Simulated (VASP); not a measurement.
# Cu6HCCl6 in VASP: a series of runs

Runs on Cu6HCCl6. Level: PBE. Tasks: single point.

Everything below comes from runs of VASP 6.6.1. Logs are shortened: lines on timing, memory, paths and dates and some standing lists are left out, and cuts for length are marked.

**1. The cell of the first run**

The cell holds a slab with vacuum, 28 atoms: a = 7.669 Å, b = 9.206 Å, c = 18.534 Å, α = 90.00°, β = 90.00°, γ = 90.00°.

**2. Single point, PBE**

File INCAR:

```
ALGO = Normal
EDIFF = 1E-7
ENCUT = 520
GGA = PE
ISIF = 2
ISMEAR = -1
LASPH = T
LCHARG = T
LELF = T
LREAL = Auto
LVHAR = T
LWAVE = F
NBANDS = 133
NELM = 80
PREC = Accurate
SIGMA = 0.02
```

File KPOINTS:

```
k-points
0
Gamma
  1 1 1
```

File POSCAR:

```
Cu6HCCl6
1.0
    7.6686360000      0.0000000000      0.0000000000
    0.0000000000      9.2056790000      0.0000000000
    0.0000000000      0.0000000000     18.5343610000
Cu Cl C H
12 12 2 2
Direct
    0.2500053465      0.6539658835      0.1136753514
    0.0000000000      0.9872927353      0.0539538428
    0.4637852155      0.2644345952      0.1766232998
   -0.0137312555      0.7303861019      0.4049074041
    0.2348005564      0.9005745258      0.2310843088
    0.2749902329      0.4795626700      0.3334293532
    0.7500029992      0.6539658835      0.1136753514
    0.4999976528      0.9872927353      0.0539538428
    1.1387031540      0.2547123357      0.1548475289
    0.5583131081      0.6185964121      0.2795996042
    0.7309774515      0.9219743595      0.2467579001
    0.7359196603      0.3893683453      0.3036198550
    0.2500053465      0.9123715915      0.1136753514
    0.0000000000      0.2457070250      0.0539538428
    0.4878572930      0.5629677072      0.1671867727
   -0.0002868828      0.8718639874      0.2985751707
    0.2472929997      0.2989350378      0.2623559561
    0.2603200882      0.6514022485      0.4054145703
    0.7500029992      0.9123715915      0.1136753514
    0.4999976528      0.2457070250      0.0539538428
    0.9956138223      0.5322258141      0.1283238197
    0.4806461019      0.8613161506      0.2918525219
    0.7184980484      0.1989858651      0.2416592620
    0.7543975226      0.5758076075      0.3701503386
    0.9636003065      0.7860582582      0.5112018699
    0.8288436170      0.8187771918      0.4782468627
    1.0752890084      0.7693729056      0.5436335248
    0.6985857720      0.8555696978      0.4629455529
```

Potentials or basis: VASP PAW PBE potentials, release 64 (Cu, Cl, C, H).

Started as:

```sh
$ cat potpaw_PBE.64/Cu/POTCAR potpaw_PBE.64/Cl/POTCAR potpaw_PBE.64/C/POTCAR potpaw_PBE.64/H/POTCAR > POTCAR
$ mpirun -np 1 vasp_gam > vasp.out
```

OUTCAR:

```text
EDIFF = 1E-7
   ENCUT = 520
   GGA = PE
   ISIF = 2
   ISMEAR = -1
   LASPH = T
   LREAL = Auto
   NELM = 80
   PREC = Accurate

 ion  position               nearest neighbor table
   1  0.250  0.654  0.114-  15 2.24  21 2.27  13 2.38
   2  0.000  0.987  0.054-  19 2.32  13 2.32  14 2.38
   3  0.464  0.264  0.177-  20 2.30  17 2.32  23 2.37   9 2.53
   4  0.986  0.730  0.405-  26 1.99  25 2.04  18 2.22  16 2.36  24 2.37
   5  0.235  0.901  0.231-  13 2.18  16 2.21  22 2.23
   6  0.275  0.480  0.333-  18 2.07  17 2.13  10 2.71
   7  0.750  0.654  0.114-  21 2.21  19 2.38  15 2.39
   8  0.500  0.987  0.054-  13 2.32  19 2.32  20 2.38
   9  0.139  0.255  0.155-  14 2.15  17 2.20   3 2.53
  10  0.558  0.619  0.280-  15 2.21  24 2.29  22 2.32  12 2.55   6 2.71
  11  0.731  0.922  0.247-  22 2.17  16 2.32  19 2.47  23 2.55
  12  0.736  0.389  0.304-  23 2.10  24 2.12  10 2.55
  13  0.250  0.912  0.114-   5 2.18   8 2.32   2 2.32   1 2.38
  14  0.000  0.246  0.054-   9 2.15   2 2.38
  15  0.488  0.563  0.167-  10 2.21   1 2.24   7 2.39
  16  1.000  0.872  0.299-   5 2.21  11 2.32   4 2.36
  17  0.247  0.299  0.262-   6 2.13   9 2.20   3 2.32
  18  0.260  0.651  0.405-   6 2.07   4 2.22
  19  0.750  0.912  0.114-   2 2.32   8 2.32   7 2.38  11 2.47
  20  0.500  0.246  0.054-   3 2.30   8 2.38
  21  0.996  0.532  0.128-   7 2.21   1 2.27
  22  0.481  0.861  0.292-  11 2.17   5 2.23  10 2.32
  23  0.718  0.199  0.242-  12 2.10   3 2.37  11 2.55
  24  0.754  0.576  0.370-  12 2.12  10 2.29   4 2.37
  25  0.964  0.786  0.511-  27 1.06  26 1.24   4 2.04
  26  0.829  0.819  0.478-  28 1.09  25 1.24   4 1.99
  27  0.075  0.769  0.544-  25 1.06
  28  0.699  0.856  0.463-  26 1.09

  LATTYP: Found a simple orthorhombic cell.
 ALAT       =     7.6686360000
 B/A-ratio  =     1.2004323846
 C/A-ratio  =     2.4169045186

  Lattice vectors:

 A1 = (   7.6686360000,   0.0000000000,   0.0000000000)
 A2 = (   0.0000000000,   9.2056790000,   0.0000000000)
 A3 = (   0.0000000000,   0.0000000000,  18.5343610000)

Analysis of symmetry for initial positions (statically):
=====================================================================
 Subroutine PRICEL returns:
 Original cell was already a primitive cell.

 Routine SETGRP: Setting up the symmetry group for a
 simple orthorhombic supercell.

 Subroutine GETGRP returns: Found  1 space group operations
 (whereof  1 operations were pure point group operations)
 out of a pool of  8 trial point group operations.

The static configuration has the point symmetry C_1 .

Analysis of symmetry for dynamics (positions and initial velocities):
=====================================================================
 Subroutine PRICEL returns:
 Original cell was already a primitive cell.

 Routine SETGRP: Setting up the symmetry group for a
 simple orthorhombic supercell.

 Subroutine GETGRP returns: Found  1 space group operations
 (whereof  1 operations were pure point group operations)
 out of a pool of  8 trial point group operations.

The dynamic configuration has the point symmetry C_1 .

 Subroutine INISYM returns: Found  1 space group operations
 (whereof  1 operations are pure point group operations),
 and found     1 'primitive' translations

----------------------------------------------------------------------------------------

                                     Primitive cell

  volume of cell :    1308.4332

  direct lattice vectors                    reciprocal lattice vectors
     7.668636000  0.000000000  0.000000000     0.130401286  0.000000000  0.000000000
     0.000000000  9.205679000  0.000000000     0.000000000  0.108628598  0.000000000
     0.000000000  0.000000000 18.534361000     0.000000000  0.000000000  0.053953843

  length of vectors
     7.668636000  9.205679000 18.534361000     0.130401286  0.108628598  0.053953843

  position of ions in fractional coordinates (direct lattice)
     0.250005346  0.653965883  0.113675351
     0.000000000  0.987292735  0.053953843
     0.463785216  0.264434595  0.176623300
[... 51 lines left out ...]
   TEBEG  =    0.0;   TEEND  =   0.0 temperature during run
   PSTRESS=    0.0 pullay stress
   NELECT =     226.0000    total number of electrons
   NUPDOWN=      -1.0000    fix difference up-down
   EMIN   =  10.00;   EMAX   =-10.00  energy-range for DOS
   EFERMI =   0.00;   METHOD = LEGACY
   ISMEAR =    -1;   SIGMA  =   0.02  broadening in eV -4-tet -1-fermi 0-gaus
   EFERMI_NEDOS =   21; number of points for ismear=-14 and -15
   IALGO  =     38    algorithm
   IMIX   =      4    mixing-type and parameters
     AMIX     =   0.40;   BMIX     =  1.00
     AMIX_MAG =   1.60;   BMIX_MAG =  1.00
  volume/ion in A,a.u.               =      46.73       315.35
  Fermi-wavevector in a.u.,A,eV,Ry     =   0.911718  1.722897 11.309563  0.831229
  Thomas-Fermi vector in A             =   2.036030
   LORBIT       =      0    0 simple, 1 ext, 2 COOP (PROOUT), +10 PAW based schemes
   GGA     = PE    functional components
   LHFCALC =     F    Hartree Fock is set to
   AEXX    =    0.0000 exact exchange contribution
   IVDW    =     0    specifies the selected vdW correction
   LEPSILON=     F    determine dielectric tensor
   LRPA    =     F    only Hartree local field effects (RPA)
 non-spin polarized calculation
  energy-cutoff  :      520.00
  volume of cell :     1308.43
 maximum number of plane-waves:     17626
 NGX is ok and might be reduce to    60
   NGX = 29   NGY = 35   NGZ = 69

 number of electron     225.9999977 magnetization

 Free energy of the ion-electron system (eV)
  ---------------------------------------------------
  ext. energy  EPLUGINS =         0.00000000
  ---------------------------------------------------
  free energy    TOTEN  =       -96.24486534 eV

  energy without entropy =      -96.24486534  energy(sigma->0) =      -96.24486534

 E-fermi :  -0.9750     XC(G=0):  -4.4488

 val. band max:       -1.4742379481   @ k =   0.0000   0.0000   0.0000
 cond. band min:      -0.2499560929   @ k =   0.0000   0.0000   0.0000
 fundamental gap:      1.2242818552
 Fermi energy:        -0.9750434956

 k-point     1 :       0.0000    0.0000    0.0000
  band No.  band energies     occupation
      1     -18.3435      2.00000
      2     -18.1424      2.00000
      3     -17.9698      2.00000
      4     -17.8289      2.00000
      5     -17.7694      2.00000
      6     -17.6039      2.00000
[... 117 lines left out ...]
    124       2.2150      0.00000
    125       2.3352      0.00000
 [bands above 125 left out]

------------------------ aborting loop because EDIFF is reached ----------------------------------------

  FORCE on cell =-STRESS in cart. coord.  units (eV):
  Direction    XX          YY          ZZ          XY          YZ          ZX
  --------------------------------------------------------------------------------------
  -------------------------------------------------------------------------------------
  Total        6.1207186      2.6714958      2.4542084     -0.1520625      1.6643605      0.0670762
  in kB        7.4948238      3.2712483      3.0051797     -0.1862006      2.0380104      0.0821348
  external PRESSURE =       4.5904173 kB  Pullay stress =       0.0000000 kB

 VOLUME and BASIS-vectors are now :
 -----------------------------------------------------------------------------
  energy-cutoff  :      520.00
  volume of cell :     1308.43
      direct lattice vectors                 reciprocal lattice vectors
     7.668636000  0.000000000  0.000000000     0.130401286  0.000000000  0.000000000
     0.000000000  9.205679000  0.000000000     0.000000000  0.108628598  0.000000000
     0.000000000  0.000000000 18.534361000     0.000000000  0.000000000  0.053953843

 POSITION                                       TOTAL-FORCE (eV/Angst)
 -----------------------------------------------------------------------------------
      1.91720      6.02020      2.10690        -0.514992      0.153407      0.395941
      0.00000      9.08870      1.00000        -0.123204      0.993366      0.521092
      3.55660      2.43430      3.27360         0.215101     -0.022286     -0.602127
      7.56334      6.72370      7.50470         0.282049      0.168283      0.145875
      1.80060      8.29040      4.28300        -0.109514     -0.036375      0.156135
      2.10880      4.41470      6.17990         0.059735     -0.040910     -0.441929
[... 20 lines left out ...]
      0.57736      7.08260     10.07590         0.386266     -0.083476      0.555557
      5.35720      7.87610      8.58040         0.481268     -0.129078      0.271237
 -----------------------------------------------------------------------------------
    total drift:                                0.005909     -0.002588     -0.011679

  FREE ENERGIE OF THE ION-ELECTRON SYSTEM (eV)
  ---------------------------------------------------
  free  energy   TOTEN  =       -96.2448653410 eV

  energy  without entropy=      -96.2448653410  energy(sigma->0) =      -96.24486534
```

It took 11 min on 1 thread of Intel Xeon Platinum 8259CL at 2.50GHz (Skylake/Cascade Lake), shared host; peak memory 1.1 GiB.

Results:

```
Free energy   : -96.2449 eV
Largest force : 1.567 eV/Å
```

Forces on the atoms (eV/Å):
```
Cu  -0.515  0.153  0.396
Cu  -0.123  0.993  0.521
Cu   0.215 -0.022 -0.602
Cu   0.282  0.168  0.146
Cu  -0.110 -0.036  0.156
Cu   0.060 -0.041 -0.442
Cu  -0.005  0.230  0.498
Cu   0.126  0.968  0.561
Cu  -0.136  0.297 -0.140
Cu   0.119  0.085  0.182
Cu   0.542  0.162 -0.244
Cu  -0.052  0.011 -0.022
Cl   0.029 -0.467 -0.882
Cl   0.114 -1.491 -0.469
Cl   0.407 -0.061 -0.440
Cl  -0.478  0.319 -0.146
Cl  -0.062 -0.554  0.187
Cl   0.325  0.016  0.565
Cl  -0.083 -0.634 -0.356
Cl  -0.150 -0.667  0.260
Cl   0.166  0.804 -0.129
Cl  -0.015  0.139  0.389
Cl  -0.031 -0.300 -0.225
Cl  -0.381 -0.398 -0.060
C   -0.438  0.161 -0.585
C   -0.674  0.375  0.054
H    0.386 -0.083  0.556
H    0.481 -0.129  0.271
```

Caveat: the k points lie up to 0.82 Å⁻¹ apart, too coarse for converged energies, forces and pressures; there is no dipole correction, which matters where the two faces differ.

**3. Single point, PBE**

File INCAR:

```
PREC = Accurate
ENCUT = 520
EDIFF = 1E-6
ISMEAR = -1
SIGMA = 0.02
LREAL = Auto
LASPH = T
NELM = 100
ALGO = Normal
ISIF = 2
LWAVE = F
LCHARG = F
GGA = PE
NBANDS = 133
```

File KPOINTS:

```
regular mesh
0
Gamma
  1 1 1
```

File POSCAR:

```
Cu6HCCl6
1.0
    7.6686360000      0.0000000000      0.0000000000
    0.0000000000      9.2056790000      0.0000000000
    0.0000000000      0.0000000000     18.5343610000
Cu Cl C H
12 12 2 2
Direct
    0.2500053465      0.6539658835      0.1136753514
    0.0000000000      0.9872927353      0.0539538428
    0.4762385384      0.2763077009      0.1730029970
   -0.0131314095      0.7334385655      0.4017511043
    0.2375911440      0.9246357602      0.2305447703
    0.2815363775      0.4868516489      0.3337638670
    0.7500029992      0.6539658835      0.1136753514
    0.4999976528      0.9872927353      0.0539538428
    1.1435671220      0.2370493257      0.1534069613
    0.5518191240      0.6233652075      0.2835058624
    0.7408097085      0.9280358353      0.2479934431
    0.7351633328      0.3986778162      0.3046395827
    0.2500053465      0.9123715915      0.1136753514
    0.0000000000      0.2457070250      0.0539538428
    0.5029708021      0.5574711002      0.1553439042
   -0.0089846486      0.8851601278      0.2937786741
    0.2416466240      0.2843136286      0.2662622143
    0.2885650069      0.6668709608      0.4105455807
    0.7500029992      0.9123715915      0.1136753514
    0.4999976528      0.2457070250      0.0539538428
    1.0024859701      0.5616315755      0.1310646750
    0.4790552062      0.8707233872      0.2962983186
    0.7132298364      0.1970522761      0.2467632955
    0.7456997568      0.5811738602      0.3698913602
    0.9560891924      0.7796817595      0.5107594484
    0.8286349750      0.8363098474      0.4833455008
    1.0674127707      0.7456484199      0.5389827035
    0.7128386326      0.8943718329      0.4635228590
```

Potentials or basis: VASP PAW PBE potentials, release 64 (Cu, Cl, C, H).

Started as:

```sh
$ cat potpaw_PBE.64/Cu/POTCAR potpaw_PBE.64/Cl/POTCAR potpaw_PBE.64/C/POTCAR potpaw_PBE.64/H/POTCAR > POTCAR
$ mpirun -np 1 vasp_gam > vasp.out
```

Wall time 9.7 min (1 thread of Intel Xeon Platinum 8259CL at 2.50GHz (Skylake/Cascade Lake), shared host); peak memory 1.1 GiB.

The run converged. Its results:

* Free energy: -96.0096 eV
* Largest force: 1.973 eV/Å

Forces in eV/Å, atoms in the order of the input:
```
Cu   0.590  0.417  0.195
Cu  -0.148  0.950  0.561
Cu  -0.028 -0.178 -0.130
Cu   0.466  0.304  0.173
Cu  -0.013 -0.036  0.367
Cu  -0.020 -0.021 -0.125
Cu  -0.237  0.471  0.215
Cu   0.147  0.923  0.588
Cu   0.112  0.394  0.276
Cu  -0.277  0.240 -0.705
Cu  -0.675  0.148 -0.422
Cu  -0.155 -0.838 -0.511
Cl   0.154 -0.326 -0.925
Cl   0.115 -1.031 -0.264
Cl  -0.120  0.158  0.591
Cl   0.687 -0.181  0.580
Cl   0.145  0.347  0.070
Cl  -0.742 -0.642 -0.193
Cl  -0.133 -0.372 -0.393
Cl  -0.141 -0.678 -0.066
Cl  -0.203 -0.545  0.010
Cl   0.182  0.076 -0.215
Cl  -0.097  0.348 -0.102
Cl   0.228  0.081  0.555
C    0.316 -0.076 -0.268
C   -1.412  0.883 -1.059
H    0.639 -0.341  0.756
H    0.619 -0.475  0.441
```

Levels at points of the mesh, in eV from the Fermi level:
| k point | band 109 | band 110 | band 111 | band 112 | band 113 | band 114 | band 115 | band 116 | band 117 | band 118 |
| --- | --- | --- | --- | --- | --- | --- | --- | --- | --- | --- |
| (0.00, 0.00, 0.00) | -1.02 | -0.90 | -0.85 | -0.61 | -0.54 | 0.51 | 1.23 | 1.84 | 2.10 | 2.29 |

Caveat: the k points lie up to 0.82 Å⁻¹ apart, too coarse for converged energies, forces and pressures; there is no dipole correction, which matters where the two faces differ.

**4. Single point, PBE**

File INCAR:

```
SYSTEM = Cu6HCCl6
PREC = Accurate ; ENCUT = 520
EDIFF = 1E-6 ; ISMEAR = -1
SIGMA = 0.02 ; LREAL = Auto
LASPH = .TRUE. ; NELM = 80
ALGO = Normal ; ISIF = 2
LWAVE = .FALSE. ; LCHARG = .FALSE.
GGA = PE ; NBANDS = 133
```

File KPOINTS:

```
Automatic mesh
0
G
  1 1 1
  0 0 0
```

File POSCAR:

```
Cu6HCCl6
1.0
    7.6686360000      0.0000000000      0.0000000000
    0.0000000000      9.2056790000      0.0000000000
    0.0000000000      0.0000000000     18.5343610000
Cu Cl C H
12 12 2 2
Direct
    0.2500053465      0.6539658835      0.1136753514
    0.0000000000      0.9872927353      0.0539538428
    0.4892395466      0.2820976052      0.1667173743
    0.0116317948      0.7520792328      0.4044649826
    0.2408511761      0.9483819716      0.2356326177
    0.2872218736      0.4901539582      0.3297227242
    0.7500029992      0.6539658835      0.1136753514
    0.4999976528      0.9872927353      0.0539538428
    1.1518867241      0.2350179710      0.1560614903
    0.5380096278      0.6357488676      0.2767238644
    0.7347460487      0.9392571694      0.2422797311
    0.7272218945      0.3950604839      0.3019526813
    0.2500053465      0.9123715915      0.1136753514
    0.0000000000      0.2457070250      0.0539538428
    0.5090475021      0.5612187868      0.1620072038
    0.0092454512      0.8942306157      0.3028375243
    0.2452978600      0.2882351210      0.2727420708
    0.2675182392      0.6447976298      0.4122936852
    0.7500029992      0.9123715915      0.1136753514
    0.4999976528      0.2457070250      0.0539538428
    1.0006733922      0.5629351186      0.1334440394
    0.4897350715      0.8836393274      0.2961634340
    0.7001897078      0.2026792375      0.2439738818
    0.7400925015      0.5721902752      0.3764467521
    0.9487606401      0.7760644272      0.5108835422
    0.8478300444      0.8503446622      0.4744485121
    1.0394938552      0.7274639926      0.5453600478
    0.7527023059      0.9283291325      0.4514803613
```

Started as:

```sh
$ cat potpaw_PBE.64/Cu/POTCAR potpaw_PBE.64/Cl/POTCAR potpaw_PBE.64/C/POTCAR potpaw_PBE.64/H/POTCAR > POTCAR
$ mpirun -np 1 vasp_gam > vasp.out
```

It took 9.8 min on 1 thread of Intel Xeon Platinum 8259CL at 2.50GHz (Skylake/Cascade Lake), shared host; peak memory 1.1 GiB.

Results (log left out):

```
Free energy   : -96.2161 eV
Largest force : 1.437 eV/Å
```

Forces on the atoms (eV/Å):
```
Cu   0.548  0.347  0.271
Cu  -0.103  0.982  0.548
Cu  -0.155 -0.147  0.490
Cu  -0.152  0.164  0.163
Cu   0.084 -0.052 -0.135
Cu  -0.152 -0.332 -0.202
Cu  -0.229  0.521  0.190
Cu   0.073  0.863  0.591
Cu  -0.020  0.408  0.143
Cu   0.448  0.063  0.429
Cu   0.539 -0.007 -0.111
Cu  -0.117  0.560  0.480
Cl   0.180 -0.330 -0.381
Cl   0.395 -1.043  0.208
Cl  -0.514  0.045 -0.069
Cl  -0.578  0.254 -0.281
Cl  -0.099 -0.212 -0.641
Cl   0.356 -0.023  0.236
Cl  -0.046 -0.350 -0.358
Cl  -0.186 -0.651 -0.910
Cl   0.097 -0.565 -0.012
Cl  -0.197 -0.223  0.134
Cl   0.158 -0.262 -0.302
Cl  -0.217 -0.173 -0.606
C   -0.346  0.484 -0.818
C   -0.805  0.998 -0.649
H    0.500 -0.553  0.972
H    0.538 -0.766  0.622
```

Levels at points of the mesh, in eV from the Fermi level:
```csv
k point,band 111,band 112,band 113,band 114,band 115,band 116
"(0.00, 0.00, 0.00)",-0.85,-0.63,-0.55,0.60,1.41,1.81
```

Caveat: the k points lie up to 0.82 Å⁻¹ apart, too coarse for converged energies, forces and pressures; there is no dipole correction, which matters where the two faces differ.

**5. Summary**

| cell | largest force (eV/Å) |
| --- | --- |
| as given, atomic positions A | 1.57 |
| as given, atomic positions B | 1.97 |
| as given, atomic positions C | 1.44 |

Alike in all rows: task single point; level PBE; potentials or basis VASP PAW PBE potentials, release 64 (Cu, Cl, C, H); no spin polarisation; k mesh 1 × 1 × 1; cutoff (eV) 520; smearing fermi-dirac 0.02 eV.

Caveats: all runs use coarse meshes; there is no dipole correction, which matters where the two faces differ.

Absolute energies hang on the potentials; compare differences alone.
